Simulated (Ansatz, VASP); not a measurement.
# Two plane-wave programs on NaS5

Contents of INCAR:

```
PREC     = Accurate       # precision mode
ENCUT    = 600            # plane-wave cutoff, eV
EDIFF    = 1E-7           # SCF threshold, eV
ISMEAR   = 0              # smearing method
SIGMA    = 0.1            # smearing width, eV
LREAL    = F              # projectors in reciprocal space
LASPH    = T              # aspherical terms in the spheres
NELM     = 60             # most SCF steps
ALGO     = Normal         # electronic algorithm
ISIF     = 3              # what is computed and relaxed
LWAVE    = F              # write WAVECAR
LCHARG   = F              # write CHGCAR
GGA      = PE             # functional
IBRION   = 2              # ionic algorithm
NSW      = 100            # ionic steps
EDIFFG   = -0.01          # ionic threshold
```

File KPOINTS:

```
regular mesh
0
Gamma
  6 6 12
```

Contents of POSCAR:

```
NaS5
1.0
    6.5191724521      0.0000000033      0.0000000000
   -3.2595862289      5.6457689535      0.0000000000
    0.0000000000      0.0000000000      3.3919608093
Na S
1 5
Direct
    0.0000000000      0.0000000000      0.0000000000
    0.3333333333      0.6666666667      0.0000000000
    0.6666666667      0.3333333333      0.0000000000
    0.5000000000      0.0000000000      0.5000000000
    0.5000000000      0.5000000000      0.5000000000
    0.0000000000      0.5000000000      0.5000000000
```

Input for Ansatz:

```yaml
crystal:
  lattice:
    - [6.5191724521, 3.3e-09, 0.0]
    - [-3.2595862289, 5.6457689535, 0.0]
    - [0.0, 0.0, 3.3919608093]
  atoms:
    - { symbol: Na, position: [0.0, 0.0, 0.0] }
    - { symbol: S, position: [0.3333333333, 0.6666666667, 0.0] }
    - { symbol: S, position: [0.6666666667, 0.3333333333, 0.0] }
    - { symbol: S, position: [0.5, 0.0, 0.5] }
    - { symbol: S, position: [0.5, 0.5, 0.5] }
    - { symbol: S, position: [0.0, 0.5, 0.5] }
basis:
  ecutwfc: 420
kpoints:
  mp_grid: { grid: [6, 6, 12] }
hamiltonian:
  xc: pbe
scf:
  occupations: { method: gaussian, width: 0.1 }
output:
  forces: true
  stress: true
  eigenvalues: true
  write_density: true
  write_potential: true
  elf: true
  volumetric_format: npy
relax:
  adjacent_minimum: "off"
  f_tol: 0.01
  max_steps: 80
  cell: { stress_tol: 0.05 }
```

Change from the starting cell: species swapped into the RbAu5 type (P6/mmm, No. 191).

Alike in both runs: task relaxation of cell and atoms; functional PBE; k mesh 6 × 6 × 12; occupations gaussian, width 0.1 eV; no spin polarisation.

|  | VASP | Ansatz |
| --- | --- | --- |
| version | VASP 6.6.1 | Ansatz 0.2.0 |
| potentials or method | VASP PAW PBE potentials, release 64 (Na_pv, S), cutoff 600 eV | scalar-relativistic, plane waves, PAW |
| valence electrons in the cell | 37 | 39 |

VASP gave:

```
gap on the k mesh at the Fermi level, each at its own relaxed structure (eV)  : none
relaxed volume (Å³/atom)                                                      : 20.70
relaxed length of the cell vector where the two differ most in proportion (Å) : 6.510
```

Question: Estimate Ansatz's values.

Answer: gap on the k mesh at the Fermi level, each at its own relaxed structure (eV): none; relaxed volume (Å³/atom): 20.74; relaxed length of the cell vector where the two differ most in proportion (Å): 6.514.

A gap of «none» marks a metal or a gap that the smearing closes. VASP's potentials hold 37 valence electrons a cell and Ansatz's 39, so a difference there can come from the potentials and not from the codes.
